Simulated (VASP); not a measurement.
Write the native input for VASP 6.6.1 that does the following.

| Quantity | Value |
| --- | --- |
| Task | single point |
| Functional | BLYP |
| Dispersion | D3(BJ) |
| Potentials or basis | VASP PAW PBE potentials, release 64 (Al, N) |
| Cutoff | 520 eV |
| k mesh | 10 × 10 × 10 |
| Occupations | fermi-dirac, width 0.05 eV |
| Spin | no spin polarisation |
| Dipole correction | no |
| Further INCAR settings | ALGO = Normal; EDIFF = 1e-07; NBANDS = 11 |

The structure of AlN lies in POSCAR:

```
AlN
1.0
    0.0000000000      2.1394097525      2.1394097525
    2.1394097525      0.0000000000      2.1394097525
    2.1394097525      2.1394097525      0.0000000000
Al N
1 1
Direct
    0.0000000000      0.0000000000      0.0000000000
    0.2500000000      0.2500000000      0.2500000000
```

One way to write it, as run:

INCAR

```
SYSTEM = AlN
PREC = Accurate
ENCUT = 520
EDIFF = 1E-7
ISMEAR = -1
SIGMA = 0.05
LREAL = .FALSE.
LASPH = .TRUE.
NELM = 80
ALGO = Normal
ISIF = 2
LWAVE = .FALSE.
LCHARG = .FALSE.
GGA = B5
ALDAX = 1.0
AGGAX = 1.0
AGGAC = 1.0
ALDAC = 0.0
IVDW = 12
VDW_S6 = 1.0
VDW_S8 = 2.6996
VDW_A1 = 0.4298
VDW_A2 = 4.2359
NBANDS = 11
```

KPOINTS

```
regular mesh
0
G
  10 10 10
  0 0 0
```

Potentials or basis: VASP PAW PBE potentials, release 64 (Al, N).

Run with:

```sh
$ cat potpaw_PBE.64/Al/POTCAR potpaw_PBE.64/N/POTCAR > POTCAR
$ mpirun -np 1 vasp_std > vasp.out
```

Results of the run:

- Pressure: 12.9 GPa
- Band gap on the k mesh: 3.71 eV, indirect (least direct gap 5.05 eV)
- Dispersion energy per atom: -0.625 eV

Caveat: the PAW data sets were made with another functional, which shifts forces and pressure a little.

It took 18 s on 1 thread of Intel Xeon 8259CL, on a shared host, peak memory 0.15 GiB.
